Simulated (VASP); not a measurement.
Input of a VASP 6.6.1 run:

File INCAR:

```
PREC = Accurate
ENCUT = 520
EDIFF = 1E-6
ISMEAR = 0
SIGMA = 0.1
LREAL = False
LASPH = True
NELM = 60
ALGO = Normal
ISIF = 2
LWAVE = False
LCHARG = False
GGA = PE
NBANDS = 16
```

KPOINTS

```
regular mesh
0
Gamma
  4 4 4
```

The input POSCAR:

```
Al4P
1.0
   -2.8668309700      2.8668309700      2.8668309700
    2.8668309700     -2.8668309700      2.8668309700
    2.8668309700      2.8668309700     -2.8668309700
Al P
4 1
Direct
    0.0000000000      0.6305807800      0.0000000000
    0.3694192200      0.3694192200      0.3694192200
    0.0000000000      0.0000000000      0.6305807800
    0.6305807800      0.0000000000      0.0000000000
    0.0000000000      0.0000000000      0.0000000000
```

Potentials or basis: VASP PAW PBE potentials, release 64 (Al, P).

Launch:

```console
$ cat potpaw_PBE.64/Al/POTCAR potpaw_PBE.64/P/POTCAR > POTCAR
$ mpirun -np 1 vasp_std > vasp.out
```

Task: Predict the largest force.

Result: 12.971 eV/Å.

Task: What does it give for the pressure?

Result: 48.4 GPa.

Forces on the atoms (eV/Å):
```
Al  -7.489  7.489 -7.489
Al   7.489  7.489  7.489
Al  -7.489 -7.489  7.489
Al   7.489 -7.489 -7.489
P    0.000  0.000  0.000
```

Caveat: the k points lie up to 0.39 Å⁻¹ apart; forces of over 1 eV/Å act on the atoms, so gaps and moduli don't describe the material at rest.
